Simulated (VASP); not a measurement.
The system is Ge4S.

```
Ge S
1.0
     3.98000    0.00000    0.00000
    -1.99000    3.44678    0.00000
     0.00000    0.00000    8.45000
Ge S
4 1
Direct
  0.00000 0.00000 0.73960
  0.00000 0.00000 0.26040
  0.33333 0.66667 0.35500
  0.33333 0.66667 0.64500
  0.00000 0.00000 0.00000
```

```yaml
Program: VASP 6.6.1
Task: relaxation of cell and atoms
Functional: PBE
Potentials_or_basis: VASP PAW PBE potentials, release 64 (Ge_d, S)
Cutoff: 600 eV
k_mesh: 5 × 5 × 2
Occupations: gaussian, width 0.2 eV
Spin: no spin polarisation
```

At the start: pressure 5.5 GPa; volume 23.18 Å³/atom.

How do energy, volume and symmetry change on relaxing?

Over 7 steps the energy falls by 41.2 meV/atom and the volume is 25.72 Å³/atom (+11.0 %); space group P-6m2 (No. 187, to 0.1 Å) before and after.

The path:
| step | energy change (eV) | largest force (eV/Å) | pressure (GPa) | volume (Å³) |
| --- | --- | --- | --- | --- |
| 1 | 0.0000 | 0.1469 | 5.46 | 115.92 |
| 2 | -0.1659 | 0.1087 | -1.15 | 129.67 |
| 3 | -0.1748 | 0.0696 | -0.09 | 126.86 |
| 4 | -0.1923 | 0.3082 | 0.11 | 127.79 |
| 5 | -0.1928 | 0.2719 | 0.06 | 127.66 |
| 6 | -0.2020 | 0.1638 | -0.02 | 128.12 |
| 7 | -0.2058 | 0.0777 | -0.12 | 128.62 |

Final structure:
```cif
data_structure
_symmetry_space_group_name_H-M 'P 1'
_symmetry_Int_Tables_number 1
_cell_length_a 4.1783
_cell_length_b 4.1783
_cell_length_c 8.5070
_cell_angle_alpha 90.000
_cell_angle_beta 90.000
_cell_angle_gamma 120.000
_cell_volume 128.62
loop_
_atom_site_label
_atom_site_type_symbol
_atom_site_fract_x
_atom_site_fract_y
_atom_site_fract_z
_atom_site_occupancy
Ge1 Ge 0.00000 0.00000 0.73700 1
Ge2 Ge 0.00000 0.00000 0.26300 1
Ge3 Ge 0.33333 0.66667 0.35244 1
Ge4 Ge 0.33333 0.66667 0.64756 1
S1 S 0.00000 0.00000 0.00000 1
```

Caveat: the k points lie up to 0.37 Å⁻¹ apart in the final cell; the relaxation stopped at a loose force limit of 0.08 eV/Å, so its end isn't a converged minimum.
